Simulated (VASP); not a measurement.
A run of VASP 6.6.1 is set up as follows.

File INCAR:

```
ALGO = Normal
EDIFF = 1E-6
ENCUT = 500
GGA = PE
GGA_COMPAT = False
ISIF = 2
ISMEAR = -1
LASPH = True
LCHARG = False
LREAL = False
LWAVE = False
NBANDS = 15
NELM = 120
PREC = Accurate
SIGMA = 0.001
```

KPOINTS

```
k-points
0
Gamma
  4 4 4
```

The input POSCAR:

```
BaTe
1.0
    0.0000000000      3.5323793130      3.5323793130
    3.5323793130      0.0000000000      3.5323793130
    3.5323793130      3.5323793130      0.0000000000
Ba Te
1 1
Direct
    0.0000000000      0.0000000000      0.0000000000
    0.5000000000      0.5000000000      0.5000000000
```

Potentials or basis: VASP PAW PBE potentials, release 64 (Ba_sv, Te).

The run is started by

```console
$ cat potpaw_PBE.64/Ba_sv/POTCAR potpaw_PBE.64/Te/POTCAR > POTCAR
$ mpirun -np 1 vasp_std > vasp.out
```

Estimate the band gap on the k mesh.

1.57 eV, indirect (least direct gap 1.96 eV).

What does it give for the pressure?

0.4 GPa.

Caveat: spin-orbit coupling is left out, which moves the levels of the heavy elements. A k mesh can miss the band edges.
